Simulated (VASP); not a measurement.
Te, 1 atom in the cell. The structure is cubic, space group Im-3m (No. 229). The conventional cell has a = 3.900 Å, b = 3.900 Å, c = 3.900 Å, α = 90.00°, β = 90.00°, γ = 90.00°. Te (site symmetry m-3m) has 14 Te at 3.38 to 3.90 Å within 4.4 Å. This isn't the form of Te at room conditions, which is trigonal, of chains.

- Program: VASP 6.6.1
- Task: single point
- Functional: r2SCAN
- Potentials or basis: VASP PAW PBE potentials, release 64 (Te)
- Cutoff: 520 eV
- k mesh: 13 × 13 × 13
- Occupations: fermi-dirac, width 0.1 eV
- Spin: no spin polarisation
- Dipole correction: no
- Further INCAR settings: ALGO = Normal; EDIFF = 1e-07; NBANDS = 9

Potentials or basis: VASP PAW PBE potentials, release 64 (Te).

Launch:

```console
$ cat potpaw_PBE.64/Te/POTCAR > POTCAR
$ cp INCAR.step1 INCAR
$ mpirun -np 1 vasp_std > vasp.out
$ cp INCAR.step2 INCAR
$ mpirun -np 1 vasp_std > vasp.out
```

Hardware: 1 thread of Intel(R) Xeon(R) 6975P-C (Granite Rapids), on a shared host.

Task: Estimate the wall time of this run.

Result: Run time: 42 s on 1 thread of Intel(R) Xeon(R) 6975P-C (Granite Rapids), on a shared host, peak memory 0.17 GiB. Counts: k points 84.
